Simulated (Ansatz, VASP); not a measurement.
# Two plane-wave programs on Ir3O

```
Ir O
1.0
     2.76463    0.00000    0.00000
    -1.38231    2.39424    0.00000
     0.00000    0.00000    7.79954
Ir O
3 1
Direct
  0.33333 0.66667 0.50000
  0.00000 0.00000 0.77672
  0.00000 0.00000 0.22328
  0.33333 0.66667 0.00000
```

Change from the starting cell: species swapped into the Tc3N type (P-6m2, No. 187).

Alike in both runs: task relaxation of cell and atoms; functional PBE; k mesh 18 × 18 × 6; occupations gaussian, width 0.1 eV; no spin polarisation.

|  | VASP | Ansatz |
| --- | --- | --- |
| version | VASP 6.6.1 | Ansatz 0.2.0 |
| potentials or method | VASP PAW PBE potentials, release 64 (Ir, O), cutoff 600 eV | scalar-relativistic, plane waves, PAW |
| valence electrons in the cell | 33 | 57 |

```tsv
	VASP	Ansatz	Ansatz less VASP
gap on the k mesh at the Fermi level, each at its own relaxed structure (eV)	none	none	-
relaxed volume (Å³/atom)	12.92	12.90	-0.020
relaxed cell length with the largest relative difference (Å)	2.754	2.752	-0.0023
```

A gap of «none» marks a metal or a gap that the smearing closes. VASP's potentials hold 33 valence electrons a cell and Ansatz's 57, so a difference there can come from the potentials and not from the codes.

Neither program's run includes spin-orbit coupling.
